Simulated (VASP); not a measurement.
# TiO2 (P1) in VASP: a series of runs

TiO2 is run at these levels: LDA; tasks: single point.

All numbers are computed with VASP 6.6.1; they aren't measurements. Logs are shortened: lines on timing, memory, paths and dates and some standing lists are left out, and cuts for length are marked.

**1. The cell of the first run**

The typed cell holds 12 atoms: a = 3.978 Å, b = 3.978 Å, c = 10.036 Å, α = 90.00°, β = 90.00°, γ = 90.00°.

**2. Single point, LDA**

Contents of INCAR:

```
SYSTEM = TiO2
PREC = Accurate
ENCUT = 520
EDIFF = 1E-7
ISMEAR = -1
SIGMA = 0.3
LREAL = .FALSE.
LASPH = .TRUE.
NELM = 80
ALGO = Normal
ISIF = 2
LWAVE = .FALSE.
LCHARG = .FALSE.
GGA = CA
NBANDS = 60
```

Contents of KPOINTS:

```
regular mesh
0
G
  3 3 2
  0 0 0
```

Contents of POSCAR:

```
TiO2
1.0
    3.9781820000      0.0000000000      0.0000000000
    0.0000000000      3.9781820000      0.0000000000
    0.0000000000      0.0000000000     10.0358180000
Ti O
4 8
Direct
    0.0318989931      0.0668898507     -0.0008469663
    0.1499680005      0.5480392803      0.2584741971
    0.5656603946      0.5300662463      0.5080701942
    0.5168189892      0.0131969829      0.7661458189
    0.1069332675      0.0181992679      0.1862030579
    0.0721686439      0.4646343481      0.4330588697
    0.0001256856      0.5090516221      0.0473504003
    0.0482883890      0.0276005472      0.7931989201
    0.5942161520      0.4987705439      0.7066389606
    0.5273765755      0.0421046599      0.9445268936
    0.5571137771      0.0021869286      0.5527103022
    0.6196297706      0.5657609431      0.3001250122
```

Potentials or basis: VASP PAW LDA potentials, release 64 (Ti_sv, O).

The run is started by

```sh
$ cat potpaw_LDA.64/Ti_sv/POTCAR potpaw_LDA.64/O/POTCAR > POTCAR
$ mpirun -np 1 vasp_std > vasp.out
```

OUTCAR:

```text
SYSTEM = TiO2
   PREC = Accurate
   ENCUT = 520
   EDIFF = 1E-7
   ISMEAR = -1
   LREAL = .FALSE.
   LASPH = .TRUE.
   NELM = 80
   ISIF = 2
   GGA = CA

 ion  position               nearest neighbor table
   1  0.032  0.067  0.999-   7 1.83   5 1.91  10 2.05   8 2.07  10 2.08   7 2.27
   2  0.150  0.548  0.258-   6 1.81  12 1.92   5 2.01  12 2.15   7 2.21   5 2.24
   3  0.566  0.530  0.508-  11 1.93   9 2.00  12 2.10   6 2.12  11 2.15   6 2.17
   4  0.517  0.013  0.766-  10 1.79   8 1.88   9 2.05   8 2.13  11 2.15   9 2.15
   5  0.107  0.018  0.186-   1 1.91   2 2.01   2 2.24
   6  0.072  0.465  0.433-   2 1.81   3 2.12   3 2.17
   7  0.000  0.509  0.047-   1 1.83   2 2.21   1 2.27
   8  0.048  0.028  0.793-   4 1.88   1 2.07   4 2.13
   9  0.594  0.499  0.707-   3 2.00   4 2.05   4 2.15
  10  0.527  0.042  0.945-   4 1.79   1 2.05   1 2.08
  11  0.557  0.002  0.553-   3 1.93   3 2.15   4 2.15
  12  0.620  0.566  0.300-   2 1.92   3 2.10   2 2.15

  LATTYP: Found a simple tetragonal cell.
 ALAT       =     3.9781820000
 C/A-ratio  =     2.5227146470

  Lattice vectors:

 A1 = (   3.9781820000,   0.0000000000,   0.0000000000)
 A2 = (   0.0000000000,   3.9781820000,   0.0000000000)
 A3 = (   0.0000000000,   0.0000000000,  10.0358180000)

Analysis of symmetry for initial positions (statically):
=====================================================================
 Subroutine PRICEL returns:
 Original cell was already a primitive cell.

 Routine SETGRP: Setting up the symmetry group for a
 simple tetragonal supercell.

 Subroutine GETGRP returns: Found  1 space group operations
 (whereof  1 operations were pure point group operations)
 out of a pool of 16 trial point group operations.

The static configuration has the point symmetry C_1 .

Analysis of symmetry for dynamics (positions and initial velocities):
=====================================================================
 Subroutine PRICEL returns:
 Original cell was already a primitive cell.

 Routine SETGRP: Setting up the symmetry group for a
 simple tetragonal supercell.

 Subroutine GETGRP returns: Found  1 space group operations
 (whereof  1 operations were pure point group operations)
 out of a pool of 16 trial point group operations.

The dynamic configuration has the point symmetry C_1 .

 Subroutine INISYM returns: Found  1 space group operations
 (whereof  1 operations are pure point group operations),
[... 110 lines left out ...]
   TEBEG  =    0.0;   TEEND  =   0.0 temperature during run
   PSTRESS=    0.0 pullay stress
   NELECT =      96.0000    total number of electrons
   NUPDOWN=      -1.0000    fix difference up-down
   EMIN   =  10.00;   EMAX   =-10.00  energy-range for DOS
   EFERMI =   0.00;   METHOD = LEGACY
   ISMEAR =    -1;   SIGMA  =   0.30  broadening in eV -4-tet -1-fermi 0-gaus
   EFERMI_NEDOS =   21; number of points for ismear=-14 and -15
   IALGO  =     38    algorithm
   IMIX   =      4    mixing-type and parameters
     AMIX     =   0.40;   BMIX     =  1.00
     AMIX_MAG =   1.60;   BMIX_MAG =  1.00
  volume/ion in A,a.u.               =      13.24        89.32
  Fermi-wavevector in a.u.,A,eV,Ry     =   1.384176  2.615713 26.067978  1.915942
  Thomas-Fermi vector in A             =   2.508704
   LORBIT       =      0    0 simple, 1 ext, 2 COOP (PROOUT), +10 PAW based schemes
   GGA     = CA    functional components
   LHFCALC =     F    Hartree Fock is set to
   AEXX    =    0.0000 exact exchange contribution
   IVDW    =     0    specifies the selected vdW correction
   LEPSILON=     F    determine dielectric tensor
   LRPA    =     F    only Hartree local field effects (RPA)
 non-spin polarized calculation
  energy-cutoff  :      520.00
  volume of cell :      158.83
 maximum number of plane-waves:      4302
 NGX is ok and might be reduce to    30
   NGX = 15   NGY = 15   NGZ = 37

 number of electron      95.9999985 magnetization

 Free energy of the ion-electron system (eV)
  ---------------------------------------------------
  ext. energy  EPLUGINS =         0.00000000
  ---------------------------------------------------
  free energy    TOTEN  =      -114.39542851 eV

  energy without entropy =     -114.19414377  energy(sigma->0) =     -114.29478614

 E-fermi :   2.9004     XC(G=0): -10.5294

 val. band max:        1.6202648837   @ k =   0.0000   0.0000   0.0000
 cond. band min:       3.9187973747   @ k =   0.0000   0.0000   0.0000
 fundamental gap:      2.2985324910
 Fermi energy:         2.9004185423

 k-point     1 :       0.0000    0.0000    0.0000
  band No.  band energies     occupation
      1     -54.3394      2.00000
      2     -54.0106      2.00000
      3     -53.9676      2.00000
      4     -53.9267      2.00000
      5     -30.9741      2.00000
      6     -30.9199      2.00000
[... 619 lines left out ...]
     59       5.6650      0.00020
     60       5.8234      0.00012

------------------------ aborting loop because EDIFF is reached ----------------------------------------

  FORCE on cell =-STRESS in cart. coord.  units (eV):
  Direction    XX          YY          ZZ          XY          YZ          ZX
  --------------------------------------------------------------------------------------
  -------------------------------------------------------------------------------------
  Total      -20.1129049    -25.4050699    -15.5551947     -0.6771539     -1.6608674      2.5344440
  in kB     -202.8912464   -256.2765707   -156.9148196     -6.8308679    -16.7541917     25.5664957
  external PRESSURE =    -205.3608789 kB  Pullay stress =       0.0000000 kB

 VOLUME and BASIS-vectors are now :
 -----------------------------------------------------------------------------
  energy-cutoff  :      520.00
  volume of cell :      158.83
      direct lattice vectors                 reciprocal lattice vectors
     3.978182000  0.000000000  0.000000000     0.251371104  0.000000000  0.000000000
     0.000000000  3.978182000  0.000000000     0.000000000  0.251371104  0.000000000
     0.000000000  0.000000000 10.035818000     0.000000000  0.000000000  0.099643098

 POSITION                                       TOTAL-FORCE (eV/Angst)
 -----------------------------------------------------------------------------------
      0.12690      0.26610     10.02732        -0.042517      0.630502      0.467627
      0.59660      2.18020      2.59400        -0.060627     -0.264664     -2.152185
      2.25030      2.10870      5.09890         0.315752      0.273583      0.128242
      2.05600      0.05250      7.68890         0.063436      0.119175     -2.456834
      0.42540      0.07240      1.86870         0.491970     -0.162267      1.020711
      0.28710      1.84840      4.34610         1.244993      0.551589      2.284036
      0.00050      2.02510      0.47520         0.531352     -0.169683     -0.427355
      0.19210      0.10980      7.96040         0.222972     -0.271159      0.420889
      2.36390      1.98420      7.09170        -0.911076      0.319733     -0.366698
      2.09800      0.16750      9.47910         0.592712     -0.101221      1.664729
      2.21630      0.00870      5.54690        -0.151763     -0.919740     -0.550111
      2.46500      2.25070      3.01200        -2.297203     -0.005848     -0.033053
 -----------------------------------------------------------------------------------
    total drift:                               -0.000367     -0.000363      0.000028

  FREE ENERGIE OF THE ION-ELECTRON SYSTEM (eV)
  ---------------------------------------------------
  free  energy   TOTEN  =      -114.3954285066 eV

  energy  without entropy=     -114.1941437748  energy(sigma->0) =     -114.29478614
```

OSZICAR:

```text
N       E                     dE             d eps       ncg     rms          rms(c)
DAV:   1     0.144179131268E+04    0.14418E+04   -0.46771E+04  1200   0.180E+03
DAV:   2     0.155095112425E+03   -0.12867E+04   -0.12240E+04  1212   0.561E+02
DAV:   3    -0.128045592338E+03   -0.28314E+03   -0.27142E+03  1540   0.230E+02
[... 11 lines left out ...]
DAV:  15    -0.114395426942E+03    0.79688E-04   -0.27293E-04  1732   0.106E-01    0.205E-02
DAV:  16    -0.114395428676E+03   -0.17338E-05   -0.42590E-05  1760   0.432E-02    0.764E-03
DAV:  17    -0.114395428422E+03    0.25468E-06   -0.52326E-06  1748   0.190E-02    0.423E-03
DAV:  18    -0.114395428498E+03   -0.76023E-07   -0.16513E-06  1776   0.844E-03    0.237E-03
DAV:  19    -0.114395428507E+03   -0.90567E-08   -0.84379E-07  1388   0.499E-03
   1 F= -.11439543E+03 E0= -.11429479E+03  d E =-.201285E+00
```

stdout:

```text
POSCAR found type information on POSCAR TiO
 POSCAR found :  2 types and      12 ions
 scaLAPACK will be used
 LDA part: xc-table for (Slater(with rela. corr.)+CA(PZ))
 , standard interpolation
 POSCAR, INCAR and KPOINTS ok, starting setup
 FFT: planning ... GRIDC
 FFT: planning ... GRID_SOFT
 FFT: planning ... GRID
 WAVECAR not read
 entering main loop
```

Run time: 1.8 min. Hardware: 1 thread of Intel Xeon Platinum 8375C at 2.90GHz (Ice Lake), shared host; peak memory 0.24 GiB.

What came out:

```
Free energy            : -114.3954 eV
Pressure               : -20.5 GPa
Largest force          : 2.659 eV/Å
Band gap on the k mesh : 2.30 eV
```

Forces on the atoms (eV/Å):
```
Ti  -0.043  0.631  0.468
Ti  -0.061 -0.265 -2.152
Ti   0.316  0.274  0.128
Ti   0.063  0.119 -2.457
O    0.492 -0.162  1.021
O    1.245  0.552  2.284
O    0.531 -0.170 -0.427
O    0.223 -0.271  0.421
O   -0.911  0.320 -0.367
O    0.593 -0.101  1.665
O   -0.152 -0.920 -0.550
O   -2.297 -0.006 -0.033
```

Caveat: the k points lie up to 0.53 Å⁻¹ apart; an odd mesh through Γ misses points on the zone boundary, where band edges can lie; forces of over 1 eV/Å act on the atoms, so gaps and moduli don't describe the material at rest.

**3. Single point, LDA**

Contents of INCAR:

```
ALGO = Normal ; EDIFF = 1E-6
ENCUT = 520 ; ISIF = 2
ISMEAR = -1 ; LASPH = True
LCHARG = False ; LREAL = False
LWAVE = False ; NBANDS = 60
NELM = 100 ; PREC = Accurate
SIGMA = 0.3
```

Contents of KPOINTS:

```
k-points
0
Gamma
  3 3 2
```

Contents of POSCAR:

```
TiO2
1.0
    3.9781820000      0.0000000000      0.0000000000
    0.0000000000      3.9781820000      0.0000000000
    0.0000000000      0.0000000000     10.0358180000
Ti O
4 8
Direct
    0.0128702005     -0.0517321731      0.0086490209
    0.1004478930      0.4962316958      0.2356459633
    0.6575616701      0.4940950414      0.4778285138
    0.6459231880     -0.0050274221      0.7573074761
    0.1025342732     -0.0876782410      0.2002626991
    0.1549451483      0.5074931212      0.4450459345
    0.0665379311      0.4885900142      0.0508777660
    0.1162339983      0.0775479855      0.8039105532
    0.6844081040      0.5564099380      0.7389731460
    0.5530164281      0.0619881142      0.9687700594
    0.6470543580      0.1046709276      0.5805705125
    0.6484117620      0.4082769466      0.3157291214
```

Potentials or basis: VASP PAW LDA potentials, release 64 (Ti_sv, O).

The run is started by

```sh
$ cat potpaw_LDA.64/Ti_sv/POTCAR potpaw_LDA.64/O/POTCAR > POTCAR
$ mpirun -np 1 vasp_std > vasp.out
```

OUTCAR:

```text
EDIFF = 1E-6
   ENCUT = 520
   ISIF = 2
   ISMEAR = -1
   LASPH = True
   LREAL = False
   NELM = 100
   PREC = Accurate

 ion  position               nearest neighbor table
   1  0.013  0.948  0.009-   7 1.89  10 1.93   5 1.96   8 2.16   7 2.20  10 2.23   4 2.92
   2  0.100  0.496  0.236-   5 1.69   7 1.86  12 2.00   6 2.11  12 2.35   5 2.35
   3  0.658  0.494  0.478-  12 1.66  11 1.86   6 2.01   6 2.03
   4  0.646  0.995  0.757-   9 1.76  11 1.83   8 1.96  10 2.17   8 2.18   9 2.25   1 2.92
   5  0.103  0.912  0.200-   2 1.69   1 1.96   2 2.35
   6  0.155  0.507  0.445-   3 2.01   3 2.03   2 2.11
   7  0.067  0.489  0.051-   2 1.86   1 1.89   1 2.20
   8  0.116  0.078  0.804-   4 1.96   1 2.16   4 2.18
   9  0.684  0.556  0.739-   4 1.76   4 2.25
  10  0.553  0.062  0.969-   1 1.93   4 2.17   1 2.23
  11  0.647  0.105  0.581-   4 1.83   3 1.86
  12  0.648  0.408  0.316-   3 1.66   2 2.00   2 2.35

  LATTYP: Found a simple tetragonal cell.
 ALAT       =     3.9781820000
 C/A-ratio  =     2.5227146470

  Lattice vectors:

 A1 = (   3.9781820000,   0.0000000000,   0.0000000000)
[... 816 lines left out ...]
     59       6.3120      0.00007
     60       6.5819      0.00003

------------------------ aborting loop because EDIFF is reached ----------------------------------------

  FORCE on cell =-STRESS in cart. coord.  units (eV):
  Direction    XX          YY          ZZ          XY          YZ          ZX
  --------------------------------------------------------------------------------------
  -------------------------------------------------------------------------------------
  Total      -21.2438477     -8.1346721     -2.6325375      0.7517831      6.1974496      2.7783266
  in kB     -214.2997620    -82.0594428    -26.5560252      7.5836985     62.5174873     28.0266893
  external PRESSURE =    -107.6384100 kB  Pullay stress =       0.0000000 kB

 VOLUME and BASIS-vectors are now :
 -----------------------------------------------------------------------------
  energy-cutoff  :      520.00
  volume of cell :      158.83
      direct lattice vectors                 reciprocal lattice vectors
     3.978182000  0.000000000  0.000000000     0.251371104  0.000000000  0.000000000
     0.000000000  3.978182000  0.000000000     0.000000000  0.251371104  0.000000000
     0.000000000  0.000000000 10.035818000     0.000000000  0.000000000  0.099643098

 POSITION                                       TOTAL-FORCE (eV/Angst)
 -----------------------------------------------------------------------------------
      0.05120      3.77238      0.08680         0.022009      1.932003     -3.184274
      0.39960      1.97410      2.36490         0.540178     -2.503044      2.461490
      2.61590      1.96560      4.79540         0.126353      0.271150      6.403995
      2.56960      3.95818      7.60020        -0.295048      0.598973      1.440090
      0.40790      3.62938      2.00980         0.022683      4.046887      0.829972
      0.61640      2.01890      4.46640        -0.582937      0.857862     -0.126496
      0.26470      1.94370      0.51060        -0.505974     -1.585459     -0.484135
      0.46240      0.30850      8.06790        -0.967214     -1.580355      1.421774
      2.72270      2.21350      7.41620        -0.574810      0.936835     -0.130684
      2.20000      0.24660      9.72240         2.471002     -1.837096      0.866099
      2.57410      0.41640      5.82650        -0.112835     -0.586491     -3.205348
      2.57950      1.62420      3.16860        -0.143405     -0.551265     -6.292483
 -----------------------------------------------------------------------------------
    total drift:                                0.000430     -0.001318      0.000824

  FREE ENERGIE OF THE ION-ELECTRON SYSTEM (eV)
  ---------------------------------------------------
  free  energy   TOTEN  =      -112.1808012745 eV

  energy  without entropy=     -111.6921712404  energy(sigma->0) =     -111.93648626
```

stdout:

```text
POSCAR found type information on POSCAR TiO
 POSCAR found :  2 types and      12 ions
 scaLAPACK will be used
 LDA part: xc-table for (Slater(with rela. corr.)+CA(PZ))
 , standard interpolation
 POSCAR, INCAR and KPOINTS ok, starting setup
 FFT: planning ... GRIDC
 FFT: planning ... GRID_SOFT
 FFT: planning ... GRID
 WAVECAR not read
 entering main loop
```

Wall time 1.8 min (1 thread of Intel Xeon Platinum 8375C at 2.90GHz (Ice Lake), shared host); peak memory 0.24 GiB.

Results:

```yaml
Free_energy: -112.1808 eV
Pressure: -10.8 GPa
Largest_force: 6.411 eV/Å
Band_gap_on_the_k_mesh: 1.16 eV (least direct gap 1.48 eV)
```

Forces on the atoms (eV/Å):
```
Ti   0.022  1.932 -3.184
Ti   0.540 -2.503  2.461
Ti   0.126  0.271  6.404
Ti  -0.295  0.599  1.440
O    0.023  4.047  0.830
O   -0.583  0.858 -0.126
O   -0.506 -1.585 -0.484
O   -0.967 -1.580  1.422
O   -0.575  0.937 -0.131
O    2.471 -1.837  0.866
O   -0.113 -0.586 -3.205
O   -0.143 -0.551 -6.292
```

Stress tensor (GPa, compression positive):
```
-21.43   0.76   2.80
  0.76  -8.21   6.25
  2.80   6.25  -2.66
```

Levels at points of the mesh, in eV from the valence-band top:
```tsv
k point	band 45	band 46	band 47	band 48	band 49	band 50	band 51	band 52
(0.00, 0.00, 0.00)	-1.04	-1.03	-0.63	-0.32	1.16	1.62	1.99	2.16
(0.00, 0.00, 0.50)	-1.07	-1.03	-0.62	-0.33	1.16	1.63	2.03	2.11
```

Caveat: the k points lie up to 0.53 Å⁻¹ apart; an odd mesh through Γ misses points on the zone boundary, where band edges can lie; forces of over 1 eV/Å act on the atoms, so gaps and moduli don't describe the material at rest.

(Part 1 of 2 ends here.)
